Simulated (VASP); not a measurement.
A run of VASP 6.6.1 is set up as follows.

Contents of POSCAR:

```
Ag
1.0
    2.9487871389      0.0000000000      0.0000000000
   -1.4743935694      2.5537245726      0.0000000000
    0.0000000000      0.0000000000      9.1829847625
Ag
4
Direct
    0.3333333333      0.6666666667      0.2500000000
    0.6666666667      0.3333333333      0.7500000000
    0.0000000000      0.0000000000      0.0000000000
    0.0000000000      0.0000000000      0.5000000000
```

INCAR.step1

```
SYSTEM = Ag
PREC = Accurate
ENCUT = 520
ISMEAR = 0
SIGMA = 0.15
LREAL = .FALSE.
LASPH = .TRUE.
NELM = 100
NBANDS = 30
GGA = PE
ALGO = Normal
EDIFF = 1E-4
LWAVE = .TRUE.
LCHARG = .FALSE.
```

INCAR.step2

```
SYSTEM = Ag
PREC = Accurate
ENCUT = 520
EDIFF = 1E-6
ISMEAR = 0
SIGMA = 0.15
LREAL = .FALSE.
LASPH = .TRUE.
NELM = 100
ALGO = Normal
ISIF = 2
LWAVE = .FALSE.
LCHARG = .FALSE.
METAGGA = R2SCAN
LMIXTAU = .TRUE.
NBANDS = 30
ISTART = 1
```

The input KPOINTS:

```
Automatic mesh
0
G
  18 18 6
  0 0 0
```

Potentials or basis: VASP PAW PBE potentials, release 64 (Ag).

Launch:

```console
$ cat potpaw_PBE.64/Ag/POTCAR > POTCAR
$ cp INCAR.step1 INCAR
$ mpirun -np 1 vasp_std > vasp.out
$ cp INCAR.step2 INCAR
$ mpirun -np 1 vasp_std > vasp.out
```

(1) What does it give for the pressure?

(2) Estimate the band gap on the k mesh.

Results:

(1) 0.5 GPa.

(2) zero (band 22 reaches 11.52 eV, above the bottom of band 23 at 4.94 eV).

Caveat: the cell differs from its parent crystal (strain +0.015 along x and y, -0.030 along z); the PAW data sets were made with another functional, which shifts forces and pressure a little.
